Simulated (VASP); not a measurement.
Set up this calculation in VASP 6.6.1, as the native input.

* Task: electric field gradients
* Functional: PBE
* Potentials or basis: VASP PAW PBE potentials, release 64 (B, N)
* Cutoff: 520 eV
* k mesh: 11 × 11 × 11
* Occupations: fermi-dirac, width 0.02 eV
* Spin: no spin polarisation
* Dipole correction: no
* Further INCAR settings: ALGO = Normal; EDIFF = 1e-08; NBANDS = 11

The structure of BN lies in POSCAR:

```
BN
1.0
    0.0000000000      1.7923102062      1.7923102062
    1.7923102062      0.0000000000      1.7923102062
    1.7923102062      1.7923102062      0.0000000000
B N
1 1
Direct
    0.0000000000      0.0000000000      0.0000000000
    0.7500000000      0.7500000000      0.7500000000
```

This cell differs from its parent crystal: volume scaled by 0.975.

The input as run:

INCAR

```
SYSTEM = BN
PREC = Accurate ; ENCUT = 520
EDIFF = 1E-8 ; ISMEAR = -1
SIGMA = 0.02 ; LREAL = .False.
LASPH = .True. ; NELM = 120
ALGO = Normal ; ISIF = 2
LWAVE = .False. ; LCHARG = .False.
GGA = PE ; LEFG = .True.
NBANDS = 11 ; GGA_COMPAT = .False.
```

KPOINTS

```
regular mesh
0
Gamma
  11 11 11
  0 0 0
```

Potentials or basis: VASP PAW PBE potentials, release 64 (B, N).

Run with:

```console
$ cat potpaw_PBE.64/B/POTCAR potpaw_PBE.64/N/POTCAR > POTCAR
$ mpirun -np 1 vasp_std > vasp.out
```

It gave:

The pressure is 13.5 GPa and the band gap on the k mesh is 4.59 eV, indirect (least direct gap 8.94 eV).

Caveat: without QUAD_EFG the Cq values of the log hold for a quadrupole moment of 1 mb, not for the nuclei.

Wall time 7.2 s on 1 thread of Intel(R) Xeon(R) Platinum 8259CL CPU @ 2.50GHz (Skylake/Cascade Lake), with other jobs on the host, peak memory 0.12 GiB.
